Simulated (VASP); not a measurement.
Input of a VASP 6.6.1 run:

File INCAR:

```
  ALGO = Normal
  EDIFF = 1E-6
  ENCUT = 520
  GGA = PS
  ISIF = 2
  ISMEAR = 0
  LASPH = T
  LCHARG = F
  LREAL = F
  LWAVE = F
  NBANDS = 27
  NELM = 80
  PREC = Accurate
  SIGMA = 0.15
```

The input KPOINTS:

```
k-points
0
Gamma
  18 18 8
```

The input POSCAR:

```
Ta3N
1.0
    3.1205247677      0.0000000000      0.0000000000
   -1.5602623839      2.7024537220      0.0000000000
    0.0000000000      0.0000000000      7.7479221219
Ta N
3 1
Direct
    0.0000000000      0.0000000000      0.5000000000
    0.3333333333      0.6666666667      0.1725859884
    0.6666666667      0.3333333333      0.8274140116
    0.0000000000      0.0000000000      0.0000000000
```

Potentials or basis: VASP PAW PBE potentials, release 64 (Ta_pv, N).

The run is started by

```bash
$ cat potpaw_PBE.64/Ta_pv/POTCAR potpaw_PBE.64/N/POTCAR > POTCAR
$ mpirun -np 1 vasp_std > vasp.out
```

(1) Predict the pressure.

(2) What does it give for the largest force?

(3) Estimate the band gap on the k mesh.

Results:

(1) -24.3 GPa.

(2) 0.660 eV/Å.

(3) zero (band 19 reaches 6.09 eV, above the bottom of band 20 at 5.47 eV).

Caveat: the cell differs from its parent crystal (strain +0.040 along x and y, +0.040 along z); the PAW data sets were made with another functional, which shifts forces and pressure a little; spin-orbit coupling is left out, which moves the levels of the heavy elements.
